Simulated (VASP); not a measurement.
Crystal: TaH3Br.

```
Ta H Br
1.0
     3.95093    0.00000    0.00000
     0.00000    3.95093    0.00000
     0.00000    0.00000    4.44028
Ta H Br
1 3 1
Direct
  0.00000 0.00000 0.00000
  0.00000 0.00000 0.50000
  0.00000 0.50000 0.00000
  0.50000 0.00000 0.00000
  0.50000 0.50000 0.50000
```

* Program: VASP 6.6.1
* Task: relaxation of cell and atoms
* Functional: PBE
* Potentials or basis: VASP PAW PBE potentials, release 64 (Ta_pv, H, Br)
* Cutoff: 600 eV
* k mesh: 4 × 4 × 4
* Occupations: gaussian, width 0.1 eV
* Spin: collinear spin, ferromagnetic start
* Starting moments: [1.0, 0.0, 0.0, 0.0, 0.0] μB

At the start: pressure -11.3 GPa; volume 13.86 Å³/atom.

Question: How do energy, volume and symmetry change on relaxing?

Answer: Over 9 steps the energy falls by 164.7 meV/atom and the volume is 11.06 Å³/atom (-20.2 %); space group Pm-3m (No. 221, to 0.05 Å); moment 0.06 μB per cell.

Step by step:
| step | energy change (eV) | largest force (eV/Å) | pressure (GPa) | volume (Å³) |
| --- | --- | --- | --- | --- |
| 1 | 0.0000 | 0.0000 | -11.34 | 69.31 |
| 2 | -0.6255 | 0.0000 | -5.56 | 59.90 |
| 3 | -0.7686 | 0.0000 | 0.10 | 55.22 |
| 4 | -0.7726 | 0.0000 | 1.72 | 54.27 |
| 5 | -0.7725 | 0.0000 | 1.24 | 54.54 |
| 6 | -0.8159 | 0.0000 | 0.79 | 54.77 |
| 7 | -0.8229 | 0.0000 | 0.58 | 54.88 |
| 8 | -0.8229 | 0.0000 | 0.57 | 54.89 |
| 9 | -0.8235 | 0.0000 | -0.08 | 55.28 |

Final structure:
```
Ta H Br
1.0
     3.80967    0.00000    0.00000
     0.00000    3.80967    0.00000
     0.00000    0.00000    3.80870
Ta H Br
1 3 1
Direct
  0.00000 0.00000 0.00000
  0.00000 0.00000 0.50000
  0.00000 0.50000 0.00000
  0.50000 0.00000 0.00000
  0.50000 0.50000 0.50000
```

Caveat: the k points lie up to 0.41 Å⁻¹ apart in the final cell; the volume moved by over 15 % at a fixed basis, so the end points are rough.
